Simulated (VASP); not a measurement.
# AlN (P6_3/mmc) in VASP: notebook, part 2 of 2

VASP 6.6.1. The steps go on from the part before.

## (5) Single point, PBE (volume 10.750 Å^3 an atom, c/a of the conventional cell 1.2305)

File INCAR:

```
  ALGO = Normal
  EDIFF = 1E-7
  ENCUT = 520
  GGA = PE
  ISIF = 2
  ISMEAR = 0
  LASPH = True
  LCHARG = True
  LELF = True
  LREAL = False
  LVHAR = True
  LWAVE = False
  NBANDS = 16
  NELM = 80
  PREC = Accurate
  SIGMA = 0.05
```

File KPOINTS:

```
k-points
0
Gamma
  9 9 6
```

File POSCAR:

```
AlN
1.0
    3.4299311463      0.0000000000      0.0000000000
   -1.7149655732      2.9704075059      0.0000000000
    0.0000000000      0.0000000000      4.2205302756
Al N
2 2
Direct
    0.3333333333      0.6666666667      0.7500000000
    0.6666666667      0.3333333333      0.2500000000
    0.3333333333      0.6666666667      0.2500000000
    0.6666666667      0.3333333333      0.7500000000
```

Potentials or basis: VASP PAW PBE potentials, release 64 (Al, N).

Run with:

```console
> cat potpaw_PBE.64/Al/POTCAR potpaw_PBE.64/N/POTCAR > POTCAR
> mpirun -np 1 vasp_std > vasp.out
```

OUTCAR:

```text
EDIFF = 1E-7
   ENCUT = 520
   GGA = PE
   ISIF = 2
   ISMEAR = 0
   LASPH = True
   LREAL = False
   NELM = 80
   PREC = Accurate

 ion  position               nearest neighbor table
   1  0.333  0.667  0.750-   4 1.98   4 1.98   4 1.98   3 2.11   3 2.11   2 2.89   2 2.89   2 2.89
                             2 2.89   2 2.89   2 2.89
   2  0.667  0.333  0.250-   3 1.98   3 1.98   3 1.98   4 2.11   4 2.11   1 2.89   1 2.89   1 2.89
                             1 2.89   1 2.89   1 2.89
   3  0.333  0.667  0.250-   2 1.98   2 1.98   2 1.98   1 2.11   1 2.11
[... 656 lines left out ...]
 [... further k-points ...]
[... 5 lines left out ...]
  --------------------------------------------------------------------------------------
  -------------------------------------------------------------------------------------
  Total       -4.3109759     -4.3109759     -2.8240472      0.0000000      0.0000000      0.0000000
  in kB     -160.6266953   -160.6266953   -105.2238230      0.0000000      0.0000000      0.0000000
  external PRESSURE =    -142.1590712 kB  Pullay stress =       0.0000000 kB

 VOLUME and BASIS-vectors are now :
 -----------------------------------------------------------------------------
  energy-cutoff  :      520.00
  volume of cell :       43.00
      direct lattice vectors                 reciprocal lattice vectors
     3.429931146  0.000000000  0.000000000     0.291551042  0.168327073  0.000000000
    -1.714965573  2.970407506  0.000000000     0.000000000  0.336654145  0.000000000
     0.000000000  0.000000000  4.220530276     0.000000000  0.000000000  0.236937052

 POSITION                                       TOTAL-FORCE (eV/Angst)
 -----------------------------------------------------------------------------------
     -0.00000      1.98027      3.16540         0.000000      0.000000      0.000000
      1.71497      0.99014      1.05513        -0.000000      0.000000      0.000000
     -0.00000      1.98027      1.05513        -0.000000     -0.000000      0.000000
      1.71497      0.99014      3.16540         0.000000     -0.000000      0.000000
 -----------------------------------------------------------------------------------
    total drift:                               -0.000000      0.000000     -0.000000

  FREE ENERGIE OF THE ION-ELECTRON SYSTEM (eV)
  ---------------------------------------------------
  free  energy   TOTEN  =       -29.1523792982 eV

  energy  without entropy=      -29.1523792982  energy(sigma->0) =      -29.15237930
```

It took 36 s on 1 thread of AMD EPYC 7R43 (Zen 3), shared host; peak memory 0.13 GiB.

Results:

- Free energy: -29.1524 eV
- Pressure: -14.2 GPa
- Band gap on the k mesh: 2.78 eV, direct

## (6) Single point, PBE (volume 10.750 Å^3 an atom, c/a of the conventional cell 1.3693)

File INCAR:

```
SYSTEM = AlN
PREC = Accurate ; ENCUT = 520
EDIFF = 1E-6 ; ISMEAR = 0
SIGMA = 0.05 ; LREAL = .False.
LASPH = .True. ; NELM = 80
ALGO = Normal ; ISIF = 2
LWAVE = .False. ; LCHARG = .False.
GGA = PE ; NBANDS = 16
```

File KPOINTS:

```
Automatic mesh
0
Gamma
  9 9 6
  0 0 0
```

File POSCAR:

```
AlN
1.0
    3.3098862741      0.0000000000      0.0000000000
   -1.6549431371      2.8664455970      0.0000000000
    0.0000000000      0.0000000000      4.5322272751
Al N
2 2
Direct
    0.3333333333      0.6666666667      0.7500000000
    0.6666666667      0.3333333333      0.2500000000
    0.3333333333      0.6666666667      0.2500000000
    0.6666666667      0.3333333333      0.7500000000
```

Potentials or basis: VASP PAW PBE potentials, release 64 (Al, N).

Run with:

```console
> cat potpaw_PBE.64/Al/POTCAR potpaw_PBE.64/N/POTCAR > POTCAR
> mpirun -np 1 vasp_std > vasp.out
```

OUTCAR:

```text
SYSTEM = AlN
   PREC = Accurate
   ENCUT = 520
   EDIFF = 1E-6
   ISMEAR = 0
   LREAL = .False.
   LASPH = .True.
   NELM = 80
   ISIF = 2
   GGA = PE

 ion  position               nearest neighbor table
   1  0.333  0.667  0.750-   4 1.91   4 1.91   4 1.91   3 2.27   3 2.27   2 2.96   2 2.96   2 2.96
                             2 2.96   2 2.96   2 2.96
   2  0.667  0.333  0.250-   3 1.91   3 1.91   3 1.91   4 2.27   4 2.27   1 2.96   1 2.96   1 2.96
                             1 2.96   1 2.96   1 2.96
   3  0.333  0.667  0.250-   2 1.91   2 1.91   2 1.91   1 2.27   1 2.27
   4  0.667  0.333  0.750-   1 1.91   1 1.91   1 1.91   2 2.27   2 2.27

  LATTYP: Found a hexagonal cell.
 ALAT       =     3.3098862741
 C/A-ratio  =     1.3693000000

  Lattice vectors:

 A1 = (   3.3098862741,   0.0000000000,   0.0000000000)
 A2 = (  -1.6549431371,   2.8664455970,   0.0000000000)
 A3 = (   0.0000000000,   0.0000000000,   4.5322272751)

Analysis of symmetry for initial positions (statically):
[... 10 lines left out ...]

The static configuration has the point symmetry D_3d.
 The point group associated with its full space group is D_6h.

Analysis of symmetry for dynamics (positions and initial velocities):
[... 10 lines left out ...]

The dynamic configuration has the point symmetry D_3d.
 The point group associated with its full space group is D_6h.

 Subroutine INISYM returns: Found 24 space group operations
[... 5 lines left out ...]
                                     Primitive cell

  volume of cell :      43.0000

  direct lattice vectors                    reciprocal lattice vectors
     3.309886274  0.000000000  0.000000000     0.302125184  0.174432056  0.000000000
    -1.654943137  2.866445597  0.000000000     0.000000000  0.348864113  0.000000000
     0.000000000  0.000000000  4.532227275     0.000000000  0.000000000  0.220642068

  length of vectors
     3.309886274  3.309886274  4.532227275     0.348864113  0.348864113  0.220642068

  position of ions in fractional coordinates (direct lattice)
     0.333333333  0.666666667  0.750000000
     0.666666667  0.333333333  0.250000000
     0.333333333  0.666666667  0.250000000
     0.666666667  0.333333333  0.750000000

[... 94 lines left out ...]
   EFERMI_NEDOS =   21; number of points for ismear=-14 and -15
   IALGO  =     38    algorithm
   IMIX   =      4    mixing-type and parameters
     AMIX     =   0.40;   BMIX     =  1.00
     AMIX_MAG =   1.60;   BMIX_MAG =  1.00
  volume/ion in A,a.u.               =      10.75        72.54
  Fermi-wavevector in a.u.,A,eV,Ry     =   1.177494  2.225141 18.864368  1.386492
  Thomas-Fermi vector in A             =   2.313840
   LORBIT       =      0    0 simple, 1 ext, 2 COOP (PROOUT), +10 PAW based schemes
   GGA     = PE    functional components
   LHFCALC =     F    Hartree Fock is set to
   AEXX    =    0.0000 exact exchange contribution
   IVDW    =     0    specifies the selected vdW correction
   LEPSILON=     F    determine dielectric tensor
   LRPA    =     F    only Hartree local field effects (RPA)
 non-spin polarized calculation
 Gauss-broadening in eV      SIGMA  =   0.05
  energy-cutoff  :      520.00
  volume of cell :       43.00
 maximum number of plane-waves:      1181
 NGX is ok and might be reduce to    28
   NGX = 13   NGY = 13   NGZ = 17

 number of electron      16.0000003 magnetization

 Free energy of the ion-electron system (eV)
  ---------------------------------------------------
  ext. energy  EPLUGINS =         0.00000000
  ---------------------------------------------------
  free energy    TOTEN  =       -29.15929140 eV

  energy without entropy =      -29.15929140  energy(sigma->0) =      -29.15929140

 E-fermi :   7.5275     XC(G=0): -10.8237

 val. band max:        7.3335478746   @ k =   0.0000   0.0000   0.0000
 cond. band min:       9.8019241667   @ k =   0.0000   0.0000   0.0000
 fundamental gap:      2.4683762921
 Fermi energy:         7.5274993929

 k-point     1 :       0.0000    0.0000    0.0000
  band No.  band energies     occupation
      1      -9.0733      2.00000
      2      -6.2422      2.00000
      3       0.6163      2.00000
      4       4.2575      2.00000
      5       4.2575      2.00000
      6       5.4682      2.00000
[... 433 lines left out ...]
      3       1.0839      2.00000
      4       1.7595      2.00000
      5       1.7595      2.00000
      6       3.7938      2.00000
[... 8 lines left out ...]
     15      17.7576      0.00000
     16      19.3491      0.00000

 [... further k-points ...]
[... 5 lines left out ...]
  --------------------------------------------------------------------------------------
  -------------------------------------------------------------------------------------
  Total       -2.3403087     -2.3403087     -3.6027368      0.0000000      0.0000000     -0.0000000
  in kB      -87.1997564    -87.1997564   -134.2377497      0.0000000      0.0000000     -0.0000000
  external PRESSURE =    -102.8790875 kB  Pullay stress =       0.0000000 kB

 VOLUME and BASIS-vectors are now :
 -----------------------------------------------------------------------------
  energy-cutoff  :      520.00
  volume of cell :       43.00
      direct lattice vectors                 reciprocal lattice vectors
     3.309886274  0.000000000  0.000000000     0.302125184  0.174432056  0.000000000
    -1.654943137  2.866445597  0.000000000     0.000000000  0.348864113  0.000000000
     0.000000000  0.000000000  4.532227275     0.000000000  0.000000000  0.220642068

 POSITION                                       TOTAL-FORCE (eV/Angst)
 -----------------------------------------------------------------------------------
     -0.00000      1.91096      3.39917         0.000000      0.000000      0.000000
      1.65494      0.95548      1.13306        -0.000000     -0.000000      0.000000
     -0.00000      1.91096      1.13306         0.000000      0.000000     -0.000000
      1.65494      0.95548      3.39917         0.000000     -0.000000     -0.000000
 -----------------------------------------------------------------------------------
    total drift:                               -0.000000      0.000000      0.000000

  FREE ENERGIE OF THE ION-ELECTRON SYSTEM (eV)
  ---------------------------------------------------
  free  energy   TOTEN  =       -29.1592913982 eV

  energy  without entropy=      -29.1592913982  energy(sigma->0) =      -29.15929140
```

OSZICAR:

```text
N       E                     dE             d eps       ncg     rms          rms(c)
DAV:   1     0.423825631903E+02    0.42383E+02   -0.73165E+03  1536   0.895E+02
DAV:   2    -0.298232908009E+02   -0.72206E+02   -0.66126E+02  2232   0.184E+02
DAV:   3    -0.335047670682E+02   -0.36815E+01   -0.36701E+01  1840   0.423E+01
DAV:   4    -0.335277554974E+02   -0.22988E-01   -0.22986E-01  1824   0.381E+00
DAV:   5    -0.335280622641E+02   -0.30677E-03   -0.30677E-03  1824   0.442E-01    0.115E+01
DAV:   6    -0.291562772504E+02    0.43718E+01   -0.95410E+00  1928   0.227E+01    0.383E+00
DAV:   7    -0.291761570855E+02   -0.19880E-01   -0.61038E-01  1656   0.554E+00    0.278E+00
DAV:   8    -0.291662195819E+02    0.99375E-02   -0.76943E-02  1592   0.254E+00    0.884E-01
DAV:   9    -0.291587637995E+02    0.74558E-02   -0.14120E-02  1936   0.960E-01    0.289E-01
DAV:  10    -0.291593880319E+02   -0.62423E-03   -0.29656E-03  1680   0.352E-01    0.157E-01
DAV:  11    -0.291592876388E+02    0.10039E-03   -0.19856E-04  1744   0.113E-01    0.404E-02
DAV:  12    -0.291592916480E+02   -0.40091E-05   -0.16248E-05  1648   0.318E-02    0.646E-03
DAV:  13    -0.291592913982E+02    0.24971E-06   -0.47259E-06  1848   0.163E-02
   1 F= -.29159291E+02 E0= -.29159291E+02  d E =-.169427E-10
```

stdout:

```text
POSCAR found type information on POSCAR AlN
 POSCAR found :  2 types and       4 ions
 scaLAPACK will be used
 LDA part: xc-table for (Slater+PW92), standard interpolation
 POSCAR, INCAR and KPOINTS ok, starting setup
 FFT: planning ... GRIDC
 FFT: planning ... GRID_SOFT
 FFT: planning ... GRID
 WAVECAR not read
 entering main loop
```

Wall time 44 s (1 thread of AMD EPYC 7R43 (Zen 3), shared host); peak memory 0.14 GiB.

Results:

```yaml
Free_energy: -29.1593 eV
Pressure: -10.3 GPa
Band_gap_on_the_k_mesh: 2.47 eV, direct
```

## (7) Overview

```csv
cell,gap on the mesh (eV),pressure (GPa)
"a = 3.357, b = 3.357, c = 4.243 Å, angles 90.0, 90.0, 120.0°, 4 atoms",2.97,-7.7
"a = 3.492, b = 3.492, c = 4.073 Å, angles 90.0, 90.0, 120.0°, 4 atoms",2.99,-13.7
"a = 3.369, b = 3.369, c = 4.373 Å, angles 90.0, 90.0, 120.0°, 4 atoms",2.60,-13.0
"a = 3.430, b = 3.430, c = 4.221 Å, angles 90.0, 90.0, 120.0°, 4 atoms",2.78,-14.2
"a = 3.310, b = 3.310, c = 4.532 Å, angles 90.0, 90.0, 120.0°, 4 atoms",2.47,-10.3
```

Alike in all rows: task single point; level PBE; potentials or basis VASP PAW PBE potentials, release 64 (Al, N); no spin polarisation; k mesh 9 × 9 × 6; cutoff (eV) 520; smearing gaussian 0.05 eV.

Absolute energies hang on the potentials; compare differences alone.
